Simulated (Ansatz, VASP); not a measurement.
**One calculation of TaC, two programs**

```xyz
10
Lattice="3.1645 0.0000 0.0000 0.0000 3.1645 0.0000 0.0000 0.0000 23.9505" Properties=species:S:1:pos:R:3 pbc="T T T"
Ta    1.5822    1.5822    7.5000
Ta    0.0000    0.0000    9.7376
Ta    1.5822    1.5822   11.9753
Ta    0.0000    0.0000   14.2129
Ta    1.5822    1.5822   16.4505
C     0.0000    0.0000    7.5000
C     1.5822    1.5822    9.7376
C     0.0000    0.0000   11.9753
C     1.5822    1.5822   14.2129
C     0.0000    0.0000   16.4505
```

Alike in both runs: task single point; functional PBE; k mesh 11 × 11 × 1; occupations gaussian, width 0.1 eV; no spin polarisation.

|  | VASP | Ansatz |
| --- | --- | --- |
| version | VASP 6.6.1 | Ansatz 0.2.0 |
| potentials or method | VASP PAW PBE potentials, release 64 (Ta_pv, C), cutoff 520 eV | scalar-relativistic, plane waves, PAW |
| valence electrons in the cell | 75 | 85 |

```tsv
	VASP	Ansatz	Ansatz less VASP
gap on the k mesh at the Fermi level (eV)	none	none	-
rms of the force components (eV/Å)	0.797	0.799	+0.0024
work function, face that differs most (eV)	3.34	3.33	-0.006
```

A gap of «none» marks a metal or a gap that the smearing closes. The functional is the same, so the differences come from potentials, cutoffs and numerics. VASP's potentials hold 75 valence electrons a cell and Ansatz's 85, so a difference there can come from the potentials and not from the codes. Ansatz's warnings: xc potential rough in thin density.

Spin-orbit coupling is off throughout.
